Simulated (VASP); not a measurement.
Wanted: the native input for a VASP 6.6.1 run.

```yaml
Task: single point
Functional: PBEsol
Potentials_or_basis: VASP PAW PBE potentials, release 64 (Ti_sv, O)
Cutoff: 520 eV
k_mesh: 18 × 18 × 14
Occupations: gaussian, width 0.1 eV
Spin: no spin polarisation
Dipole_correction: no
Further_INCAR_settings: ALGO = Normal; EDIFF = 1e-07; NBANDS = 16
```

The structure of TiO lies in POSCAR:

```
TiO
1.0
    3.0309987015      0.0000000000      0.0000000000
   -1.5154993507      2.6249218743      0.0000000000
    0.0000000000      0.0000000000      3.2377000000
Ti O
1 1
Direct
    0.6666666667      0.3333333333      0.0000000000
    0.0000000000      0.0000000000      0.5000000000
```

These files were run (other wordings do the same):

INCAR

```
SYSTEM = TiO
PREC     = Accurate       ! precision mode
ENCUT    = 520            ! plane-wave cutoff, eV
EDIFF    = 1E-7           ! SCF threshold, eV
ISMEAR   = 0              ! smearing method
SIGMA    = 0.1            ! smearing width, eV
LREAL    = .False.        ! projectors in reciprocal space
LASPH    = .True.         ! aspherical terms in the spheres
NELM     = 60             ! most SCF steps
ALGO     = Normal         ! electronic algorithm
ISIF     = 2              ! what is computed and relaxed
LWAVE    = .False.        ! write WAVECAR
LCHARG   = .False.        ! write CHGCAR
GGA      = PS             ! functional
NBANDS   = 16             ! bands
```

KPOINTS

```
Automatic mesh
0
Gamma
  18 18 14
  0 0 0
```

Potentials or basis: VASP PAW PBE potentials, release 64 (Ti_sv, O).

Launch:

```sh
$ cat potpaw_PBE.64/Ti_sv/POTCAR potpaw_PBE.64/O/POTCAR > POTCAR
$ mpirun -np 1 vasp_std > vasp.out
```

It gave:

```
Pressure : -40.3 GPa
```

Caveat: the PAW data sets were made with another functional, which shifts forces and pressure a little.

It took 50 s on 1 thread of Intel(R) Xeon(R) Platinum 8488C (Sapphire Rapids), with other jobs on the host, peak memory 0.23 GiB.
